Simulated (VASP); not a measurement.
# Te (P-3m1) in VASP: further runs

The runs below take Te through single point, relaxation of cell and atoms, with PBE+D3(BJ).

Everything below comes from runs of VASP 6.6.1. Logs are shortened: lines on timing, memory, paths and dates and some standing lists are left out, and cuts for length are marked.

## (1) The cell of the first run

The structure is trigonal, space group P-3m1 (No. 164). The conventional cell has a = 4.360 Å, b = 4.360 Å, c = 4.896 Å, α = 90.00°, β = 90.00°, γ = 120.00°. Te (site symmetry 3m) has 3 Te at 2.92 Å within 3.8 Å.

## (2) Single point, PBE+D3(BJ)

INCAR reads:

```
SYSTEM = Te
ALGO = Normal ; EDIFF = 1E-7
ENCUT = 520 ; GGA = PE
ISIF = 2 ; ISMEAR = 0
IVDW = 12 ; LASPH = .True.
LCHARG = .False. ; LREAL = .False.
LWAVE = .False. ; NBANDS = 13
NELM = 60 ; PREC = Accurate
SIGMA = 0.1
```

KPOINTS reads:

```
k-points
0
Gamma
  6 6 4
  0 0 0
```

POSCAR reads:

```
Te
1.0
    4.3597551800      0.0000000000      0.0000000000
   -2.1798775900      3.7756587400      0.0000000000
    0.0000000000      0.0000000000      4.8964177200
Te
2
Direct
    0.6666666700      0.3333333300      0.1507650900
    0.3333333300      0.6666666700      0.8492349100
```

Potentials or basis: VASP PAW PBE potentials, release 64 (Te).

Run with:

```console
> cat potpaw_PBE.64/Te/POTCAR > POTCAR
> mpirun -np 1 vasp_std > vasp.out
```

OUTCAR:

```text
SYSTEM = Te
   EDIFF = 1E-7
   ENCUT = 520
   GGA = PE
   ISIF = 2
   ISMEAR = 0
   IVDW = 12
   LASPH = .True.
   LREAL = .False.
   NELM = 60
   PREC = Accurate
 IVDW          = 12

 ion  position               nearest neighbor table
   1  0.667  0.333  0.151-   2 2.92   2 2.92   2 2.92
   2  0.333  0.667  0.849-   1 2.92   1 2.92   1 2.92

  LATTYP: Found a hexagonal cell.
 ALAT       =     4.3597551800
 C/A-ratio  =     1.1230946505

  Lattice vectors:

 A1 = (   4.3597551800,   0.0000000000,   0.0000000000)
 A2 = (  -2.1798775900,   3.7756587400,   0.0000000000)
 A3 = (   0.0000000000,   0.0000000000,   4.8964177200)

Analysis of symmetry for initial positions (statically):
=====================================================================
 Subroutine PRICEL returns:
 Original cell was already a primitive cell.

 Routine SETGRP: Setting up the symmetry group for a
 hexagonal supercell.

 Subroutine GETGRP returns: Found 12 space group operations
 (whereof 12 operations were pure point group operations)
 out of a pool of 24 trial point group operations.

The static configuration has the point symmetry D_3d.

Analysis of symmetry for dynamics (positions and initial velocities):
=====================================================================
 Subroutine PRICEL returns:
 Original cell was already a primitive cell.

 Routine SETGRP: Setting up the symmetry group for a
 hexagonal supercell.

 Subroutine GETGRP returns: Found 12 space group operations
 (whereof 12 operations were pure point group operations)
 out of a pool of 24 trial point group operations.

The dynamic configuration has the point symmetry D_3d.

 Subroutine INISYM returns: Found 12 space group operations
 (whereof 12 operations are pure point group operations),
 and found     1 'primitive' translations

----------------------------------------------------------------------------------------

                                     Primitive cell

  volume of cell :      80.5997

  direct lattice vectors                    reciprocal lattice vectors
     4.359755180  0.000000000  0.000000000     0.229370678  0.132427222  0.000000000
    -2.179877590  3.775658740  0.000000000     0.000000000  0.264854445  0.000000000
     0.000000000  0.000000000  4.896417720     0.000000000  0.000000000  0.204230941

  length of vectors
     4.359755180  4.359755180  4.896417720     0.264854445  0.264854445  0.204230941

  position of ions in fractional coordinates (direct lattice)
     0.666666670  0.333333330  0.150765090
     0.333333330  0.666666670  0.849234910

  ion indices of the primitive-cell ions
   primitive index   ion index
                 1           1
                 2           2

----------------------------------------------------------------------------------------

 KPOINTS: k-points

Automatic generation of k-mesh.
 Grid dimensions read from file:
 generate k-points for:    6    6    4

 Generating k-lattice:

  Cartesian coordinates                     Fractional coordinates (reciprocal lattice)
     0.038228446  0.022071204  0.000000000     0.166666667  0.000000000  0.000000000
     0.000000000  0.044142407  0.000000000     0.000000000  0.166666667  0.000000000
     0.000000000  0.000000000  0.051057735     0.000000000  0.000000000  0.250000000

  Length of vectors
     0.044142407  0.044142407  0.051057735

  Shift w.r.t. Gamma in fractional coordinates (k-lattice)
     0.000000000  0.000000000  0.000000000

 Subroutine IBZKPT returns following result:
 ===========================================

 Found     24 irreducible k-points:

 Following reciprocal coordinates:
            Coordinates               Weight
  0.000000  0.000000  0.000000      1.000000
  0.166667  0.000000  0.000000      6.000000
  0.333333  0.000000  0.000000      6.000000
  0.500000  0.000000  0.000000      3.000000
  0.166667  0.166667  0.000000      6.000000
  0.333333  0.166667  0.000000     12.000000
[... 16 lines left out ...]
  0.333333  0.166667  0.500000     12.000000
  0.333333  0.333333  0.500000      2.000000
   k-points           NKPTS =     24   k-points in BZ     NKDIM =     24   number of bands    NBANDS=     13
   number of dos      NEDOS =    301   number of ions     NIONS =      2
   total plane-waves  NPLWV =  36864
   dimension x,y,z NGX =    32 NGY =   32 NGZ =   36
   dimension x,y,z NGXF=    64 NGYF=   64 NGZF=   72
   ions per type =               2
   NGX,Y,Z   is equivalent  to a cutoff of  12.20, 12.20, 12.22 a.u.
   NGXF,Y,Z  is equivalent  to a cutoff of  24.40, 24.40, 24.45 a.u.
 SYSTEM =  Te
   PREC   = accura    normal or accurate (medium, high low for compatibility)
   ISTART =      0    job   : 0-new  1-cont  2-samecut
   ICHARG =      2    charge: 1-file 2-atom 10-const
   ISPIN  =      1    spin polarized calculation?
   LNONCOLLINEAR =      F non collinear calculations
   LSORBIT =      F    spin-orbit coupling
   LASPH  =      T    aspherical Exc in radial PAW
   ENCUT  =  520.0 eV  38.22 Ry    6.18 a.u.   8.11  8.11  9.10*2*pi/ulx,y,z
   NELM   =     60;   NELMIN=  2; NELMDL= -5     # of ELM steps
   EDIFF  = 0.1E-06   stopping-criterion for ELM
   LREAL  =      F    real-space projection
   EDIFFG = 0.1E-05   stopping-criterion for IOM
   NSW    =      0    number of steps for IOM
   IBRION =     -1    ionic relax: 0-MD 1-quasi-New 2-CG
   NFREE  =      0    steps in history (QN), initial steepest desc. (CG)
   ISIF   =      2    stress and relaxation
   ISYM   =      2    0-nonsym 1-usesym 2-fastsym
   POTIM  = 0.5000    time-step for ionic-motion
   TEBEG  =    0.0;   TEEND  =   0.0 temperature during run
   PSTRESS=    0.0 pullay stress
   NELECT =      12.0000    total number of electrons
   NUPDOWN=      -1.0000    fix difference up-down
   EMIN   =  10.00;   EMAX   =-10.00  energy-range for DOS
   EFERMI =   0.00;   METHOD = LEGACY
   ISMEAR =     0;   SIGMA  =   0.10  broadening in eV -4-tet -1-fermi 0-gaus
   EFERMI_NEDOS =   21; number of points for ismear=-14 and -15
   IALGO  =     38    algorithm
   IMIX   =      4    mixing-type and parameters
     AMIX     =   0.40;   BMIX     =  1.00
     AMIX_MAG =   1.60;   BMIX_MAG =  1.00
  volume/ion in A,a.u.               =      40.30       271.96
  Fermi-wavevector in a.u.,A,eV,Ry     =   0.867676  1.639669 10.243300  0.752861
  Thomas-Fermi vector in A             =   1.986244
   LORBIT       =      0    0 simple, 1 ext, 2 COOP (PROOUT), +10 PAW based schemes
   GGA     = PE    functional components
   LHFCALC =     F    Hartree Fock is set to
   AEXX    =    0.0000 exact exchange contribution
   IVDW    =    12    specifies the selected vdW correction
   LEPSILON=     F    determine dielectric tensor
   LRPA    =     F    only Hartree local field effects (RPA)
 non-spin polarized calculation
 Gauss-broadening in eV      SIGMA  =   0.10
  energy-cutoff  :      520.00
  volume of cell :       80.60
 maximum number of plane-waves:      2186
   NGX = 17   NGY = 17   NGZ = 19

 number of electron      12.0000000 magnetization

 Free energy of the ion-electron system (eV)
  ---------------------------------------------------
  ext. energy  EPLUGINS =         0.00000000
  ---------------------------------------------------
  free energy    TOTEN  =        -5.20058854 eV

  energy without entropy =       -5.19464022  energy(sigma->0) =       -5.19761438

 E-fermi :   4.7084     XC(G=0):  -8.2747

 val. band max:        4.6497594735   @ k =   0.0000   0.0000   0.0000
 cond. band min:       4.7496389613   @ k =   0.1667   0.1667   0.0000
 fundamental gap:      0.0998794878
 Fermi energy:         4.7083525745

 k-point     1 :       0.0000    0.0000    0.0000
  band No.  band energies     occupation
      1      -9.1724      2.00000
      2      -4.4896      2.00000
      3       1.4964      2.00000
      4       1.4964      2.00000
      5       1.6244      2.00000
      6       3.7632      2.00000
      7       4.6498      1.59269
      8       4.6498      1.59269
      9       9.2264      0.00000
     10      10.8413      0.00000
     11      11.4259      0.00000
     12      11.4259      0.00000
     13      11.7406      0.00000

 k-point     2 :       0.1667    0.0000    0.0000
  band No.  band energies     occupation
      1      -8.9501      2.00000
      2      -4.8069      2.00000
      3       0.8287      2.00000
      4       1.1432      2.00000
      5       1.7270      2.00000
      6       3.9700      2.00000
      7       4.9295      0.00176
      8       5.1339      0.00000
      9       9.7493      0.00000
     10       9.9508      0.00000
     11      10.3630      0.00000
     12      11.3739      0.00000
     13      13.1839      0.00000

 k-point     3 :       0.3333    0.0000    0.0000
  band No.  band energies     occupation
      1      -8.3377      2.00000
      2      -5.6742      2.00000
      3       0.3248      2.00000
      4       0.6269      2.00000
      5       1.7931      2.00000
      6       3.6456      2.00000
      7       5.4018      0.00000
      8       5.8222      0.00000
      9       8.6154      0.00000
     10      10.0008      0.00000
     11      11.3357      0.00000
     12      12.0118      0.00000
     13      12.6962      0.00000
[... 305 lines left out ...]
 k-point    23 :       0.3333    0.1667    0.5000
  band No.  band energies     occupation
      1      -7.6639      2.00000
      2      -6.2947      2.00000
      3      -0.4132      2.00000
      4       0.1201      2.00000
      5       0.9559      2.00000
      6       4.4494      1.99975
      7       5.1001      0.00000
      8       6.4216      0.00000
      9      10.1262      0.00000
     10      11.0856      0.00000
     11      12.2759      0.00000
     12      12.7634      0.00000
     13      13.3839      0.00000

 k-point    24 :       0.3333    0.3333    0.5000
  band No.  band energies     occupation
      1      -6.9765      2.00000
      2      -6.9765      2.00000
      3      -0.4959      2.00000
      4       0.3062      2.00000
      5       0.3062      2.00000
      6       3.9941      2.00000
      7       6.4110      0.00000
      8       6.4110      0.00000
      9      10.1523      0.00000
     10      11.5314      0.00000
     11      11.5314      0.00000
     12      12.2249      0.00000
     13      14.1558      0.00000

------------------------ aborting loop because EDIFF is reached ----------------------------------------

 Edisp (eV)   -0.70474

 E8    (eV) :    -0.3217

  FORCE on cell =-STRESS in cart. coord.  units (eV):
  Direction    XX          YY          ZZ          XY          YZ          ZX
  --------------------------------------------------------------------------------------
  -------------------------------------------------------------------------------------
  Total       0.66600     0.66600    -1.19539     0.00000    -0.00000    -0.00000
  in kB      13.23883    13.23883   -23.76222     0.00000    -0.00000    -0.00000
  external pressure =        0.91 kB  Pullay stress =        0.00 kB

 VOLUME and BASIS-vectors are now :
 -----------------------------------------------------------------------------
  energy-cutoff  :      520.00
  volume of cell :       80.60
      direct lattice vectors                 reciprocal lattice vectors
     4.359755180  0.000000000  0.000000000     0.229370678  0.132427222  0.000000000
    -2.179877590  3.775658740  0.000000000     0.000000000  0.264854445  0.000000000
     0.000000000  0.000000000  4.896417720     0.000000000  0.000000000  0.204230941

 POSITION                                       TOTAL-FORCE (eV/Angst)
 -----------------------------------------------------------------------------------
      2.17988      1.25855      0.73821         0.000000      0.000000      0.526107
     -0.00000      2.51711      4.15821        -0.000000      0.000000     -0.526107
 -----------------------------------------------------------------------------------
    total drift:                               -0.000000      0.000000     -0.000000

  FREE ENERGIE OF THE ION-ELECTRON SYSTEM (eV)
  ---------------------------------------------------
  free  energy   TOTEN  =        -5.9053254966 eV

  energy  without entropy=       -5.8993771762  energy(sigma->0) =       -5.90235134
```

Wall time 27 s (1 thread of Intel Xeon 6975P-C, shared host); peak memory 0.19 GiB.

Results:

```
Free energy                : -5.9053 eV
Pressure                   : 0.1 GPa
Largest force              : 0.526 eV/Å
Band gap on the k mesh     : zero (band 6 reaches 5.07 eV, above the bottom of band 7 at 4.55 eV)
Dispersion energy per atom : -0.352 eV
```

Forces in eV/Å, atoms in the order of the input:
```
Te   0.000  0.000  0.526
Te   0.000  0.000 -0.526
```

Stress tensor (GPa, compression positive):
```
 1.32  0.00  0.00
 0.00  1.32  0.00
 0.00  0.00 -2.38
```

Caveat: spin-orbit coupling is left out, which moves the levels of the heavy elements.

(Part 1 of 2 ends here.)
